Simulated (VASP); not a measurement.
Set up this calculation in VASP 6.6.1, as the native input.

* Task: single point
* Functional: PBE
* Potentials or basis: VASP PAW PBE potentials, release 64 (Cd)
* Cutoff: 520 eV
* k mesh: 8 × 8 × 8
* Occupations: gaussian, width 0.1 eV
* Spin: no spin polarisation
* Dipole correction: no
* Further INCAR settings: ALGO = Normal; EDIFF = 1e-06; NBANDS = 12

The structure of Cd lies in POSCAR:

```
Cd
1.0
    1.8055060861      1.8055060861      1.8055060861
   -1.8055060861      1.8055060861      1.8055060861
   -1.8055060861     -1.8055060861      1.8055060861
Cd
1
Direct
    0.0000000000      0.0000000000      0.0000000000
```

These files were run (other wordings do the same):

INCAR

```
SYSTEM = Cd
PREC = Accurate
ENCUT = 520
EDIFF = 1E-6
ISMEAR = 0
SIGMA = 0.1
LREAL = .False.
LASPH = .True.
NELM = 80
ALGO = Normal
ISIF = 2
LWAVE = .False.
LCHARG = .True.
GGA = PE
LELF = .True.
LVHAR = .True.
NBANDS = 12
```

KPOINTS

```
Automatic mesh
0
Gamma
  8 8 8
  0 0 0
```

Potentials or basis: VASP PAW PBE potentials, release 64 (Cd).

Command:

```sh
$ cat potpaw_PBE.64/Cd/POTCAR > POTCAR
$ mpirun -np 1 vasp_std > vasp.out
```

It gave:

| Item | Value |
| --- | --- |
| Pressure | 0.2 GPa |
| Band gap on the k mesh | zero (band 6 reaches 5.75 eV, above the bottom of band 7 at 1.34 eV) |

Run time: 4.2 s on 1 thread of Intel(R) Xeon(R) Platinum 8375C CPU @ 2.90GHz (Ice Lake), on a shared host, peak memory 0.14 GiB.
